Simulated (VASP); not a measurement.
Runs of VASP 6.6.1 on NaF. The structure is that of space group Pm-3n (No. 223), or close to it. The cells are those of the table. The cell was generated, and may not be a known phase.

```tsv
task	cell	cutoff (eV)	smearing	gap on the mesh (eV)	pressure (GPa)
single point	a = 6.309 Å, 12 atoms	520	gaussian 0.02 eV	5.14	0.0
single point	a = 6.043 Å, 12 atoms	520	gaussian 0.1 eV	5.37	4.6
relaxation of cell and atoms	relaxed from a = 6.043 Å, 12 atoms	600	gaussian 0.1 eV	5.14	0.0
single point	a = 6.295 Å, 12 atoms	520	gaussian 0.1 eV	(a)	0.2
```

Alike in all rows: level PBE; potentials or basis VASP PAW PBE potentials, release 64 (Na_pv, F); no spin polarisation; k mesh 4 × 4 × 4.

**Question.** Fill in the values left out.

**Answer.** (a) 5.15.

Caveats: the cell stands under pressure (at least some runs).

A k mesh can miss the band edges.
